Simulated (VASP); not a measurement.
## SrHgI3: single point with PBE

Crystal: SrHgI3.

```
Sr Hg I
1.0
     9.83133    0.00000    0.00000
    -4.91567    8.51418    0.00000
     0.00000    0.00000    5.17002
Sr Hg I
2 2 6
Direct
  0.33333 0.66667 0.75000
  0.66667 0.33333 0.25000
  0.00000 0.00000 0.00000
  0.00000 0.00000 0.50000
  0.79983 0.59965 0.75000
  0.40035 0.20017 0.75000
  0.79983 0.20017 0.75000
  0.20017 0.40035 0.25000
  0.59965 0.79983 0.25000
  0.20017 0.79983 0.25000
```

```yaml
Program: VASP 6.6.1
Task: single point
Functional: PBE
Potentials_or_basis: VASP PAW PBE potentials, release 64 (Sr_sv, Hg, I)
Cutoff: 520 eV
k_mesh: 6 × 6 × 8
Occupations: gaussian, width 0.1 eV
Spin: no spin polarisation
```

* Pressure: 0.1 GPa
* Largest force: 0.004 eV/Å
* Band gap on the k mesh: zero (band 43 reaches 1.45 eV, above the bottom of band 44 at 0.70 eV)

Forces on the atoms (eV/Å):
```
Sr   0.000  0.000  0.000
Sr   0.000  0.000  0.000
Hg   0.000  0.000  0.000
Hg   0.000  0.000  0.000
I    0.000 -0.004  0.000
I    0.004  0.002  0.000
I   -0.004  0.002  0.000
I    0.000  0.004  0.000
I   -0.004 -0.002  0.000
I    0.004 -0.002  0.000
```

Stress tensor (GPa, compression positive):
```
-0.01  0.00  0.00
 0.00 -0.01  0.00
 0.00  0.00  0.30
```

Levels at points of the mesh, in eV from the Fermi level:
| k point | band 41 | band 42 | band 43 | band 44 | band 45 | band 46 |
| --- | --- | --- | --- | --- | --- | --- |
| (0.00, 0.00, 0.00) | -0.41 | -0.41 | 0.23 | 2.13 | 2.91 | 2.95 |
| (0.50, 0.00, 0.00) | -0.23 | -0.08 | -0.06 | 2.43 | 2.90 | 3.17 |
| (0.00, 0.00, 0.50) | -0.61 | -0.61 | -0.52 | -0.52 | 4.41 | 4.41 |
| (0.50, 0.00, 0.50) | -0.19 | -0.19 | -0.01 | -0.01 | 4.15 | 4.15 |

Run time: 12 min on 1 thread of Intel(R) Xeon(R) 6975P-C (Granite Rapids) (shared host), peak memory 1 GiB.

Caveat: spin-orbit coupling is left out, which moves the levels of the heavy elements.
